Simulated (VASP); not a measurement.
## TiCo: single point with PBE

TiCo:

```xyz
2
Lattice="3.0254 0.0000 0.0000 0.0000 3.0254 0.0000 0.0000 0.0000 3.0254" Properties=species:S:1:pos:R:3 pbc="T T T"
Co    1.5127    1.5127    1.5127
Ti    0.0000    0.0000    0.0000
```

```yaml
Program: VASP 6.6.1
Task: single point
Functional: PBE
Potentials_or_basis: VASP PAW PBE potentials, release 64 (Co, Ti_sv)
Cutoff: 520 eV
k_mesh: 9 × 9 × 9
Occupations: fermi-dirac, width 0.05 eV
Spin: collinear spin, ferromagnetic start
Starting_moments: "[2.0, 1.0] μB"
Dipole_correction: no
Further_INCAR_settings: ALGO = Normal; EDIFF = 1e-07; NBANDS = 22
```

```yaml
Pressure: -6.8 GPa
Net_moment: 0.84 μB per cell
Site_moments: Co +0.96; Ti -0.05 μB
Valence_electrons_inside_the_program's_atomic_spheres: Co 8.22; Ti 10.23
```

Levels at points of the mesh, in eV from the Fermi level:
Spin up:
```
           k point  band 9  band 10  band 11  band 12  band 13  band 14
(0.00, 0.00, 0.00)   -1.83    -1.83     0.44     0.44     2.53     2.53
```
Spin down:
| k point | band 6 | band 7 | band 8 | band 9 | band 10 | band 11 | band 12 | band 13 | band 14 | band 15 |
| --- | --- | --- | --- | --- | --- | --- | --- | --- | --- | --- |
| (0.00, 0.00, 0.00) | -3.31 | -3.31 | -1.26 | -1.26 | -1.26 | 0.99 | 0.99 | 2.61 | 2.61 | 2.61 |

Wall time 25 s on 1 thread of Intel(R) Xeon(R) Platinum 8488C (Sapphire Rapids), on a shared host, peak memory 0.17 GiB.
